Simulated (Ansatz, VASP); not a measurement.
**Ru: VASP beside Ansatz**

```
Ru
1.0
     2.67606    0.00000    0.00000
    -1.33803    2.31754    0.00000
     0.00000    0.00000    4.22260
Ru
2
Direct
  0.33333 0.66667 0.25000
  0.66667 0.33333 0.75000
```

Alike in both runs: functional LDA; k mesh 20 × 20 × 12; occupations fermi-dirac, width 0.1 eV; no spin polarisation.

Ansatz relaxed the structure, and its values are those at the end. VASP's run is a single point on that final structure, the one shown.

```csv
,VASP,Ansatz
version,VASP 6.6.1,Ansatz 0.2.0
potentials or method,"VASP PAW LDA potentials, release 64 (Ru_pv)","PAW with Ansatz's default frozen-core files, scalar-relativistic"
plane-wave cutoff (eV),520,420
valence electrons in the cell,28,32
```

Ansatz gave:

- pressure (GPa): 0.0

Task: Which values does VASP return?

Result: Pressure (GPa): 1.0.

LDA's correlation is that of Perdew and Zunger in VASP and of Perdew and Wang (1992) in Ansatz. VASP's potentials hold 28 valence electrons a cell and Ansatz's 32, so a difference there can come from the potentials and not from the codes.
